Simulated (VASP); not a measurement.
Na2F:

```xyz
3
Lattice="3.2430 0.0000 0.0000 -1.6215 2.8085 0.0000 0.0000 0.0000 5.5405" Properties=species:S:1:pos:R:3 pbc="T T T"
Na    0.0000    1.8723    2.3005
Na    0.0000    0.0000    0.0000
F     1.6215    0.9362    1.2452
```

| Item | Value |
| --- | --- |
| Program | VASP 6.6.1 |
| Task | relaxation of cell and atoms |
| Functional | PBE |
| Dispersion | D3(BJ) |
| Potentials or basis | VASP PAW PBE potentials, release 64 (Na_pv, F) |
| Cutoff | 600 eV |
| k mesh | 6 × 6 × 4 |
| Occupations | gaussian, width 0.1 eV |
| Spin | no spin polarisation |

At the start: pressure 6.9 GPa; volume 16.82 Å³/atom.

Q: Where does the relaxation end?

A: Over 8 steps the energy falls by 98.2 meV/atom and the volume is 18.88 Å³/atom (+12.3 %); space group P-3m1 (No. 164, to 0.05 Å).

The path:
| step | energy change (eV) | largest force (eV/Å) | pressure (GPa) | volume (Å³) |
| --- | --- | --- | --- | --- |
| 1 | 0.0000 | 1.4032 | 6.91 | 50.46 |
| 2 | -0.2417 | 0.5799 | 1.57 | 55.95 |
| 3 | -0.2764 | 0.1797 | -0.75 | 59.88 |
| 4 | -0.2767 | 0.2102 | -0.59 | 59.54 |
| 5 | -0.2766 | 0.2271 | -0.49 | 59.34 |
| 6 | -0.2830 | 0.1903 | -0.40 | 58.80 |
| 7 | -0.2940 | 0.0717 | -0.07 | 57.19 |
| 8 | -0.2947 | 0.0284 | 0.04 | 56.65 |

Final structure:
```
Na F
1.0
     3.34048    0.00000    0.00000
    -1.67024    2.89294    0.00000
     0.00000    0.00000    5.86162
Na F
2 1
Direct
  0.33333 0.66667 0.44518
  0.00000 0.00000 0.98005
  0.66667 0.33333 0.21473
```

Caveat: the k points lie up to 0.36 Å⁻¹ apart in the final cell; an odd number of electrons without spin polarisation forces a metal; a magnetic or distorted state may lie lower; pairwise dispersion overbinds metals, which lowers pressure and volume.
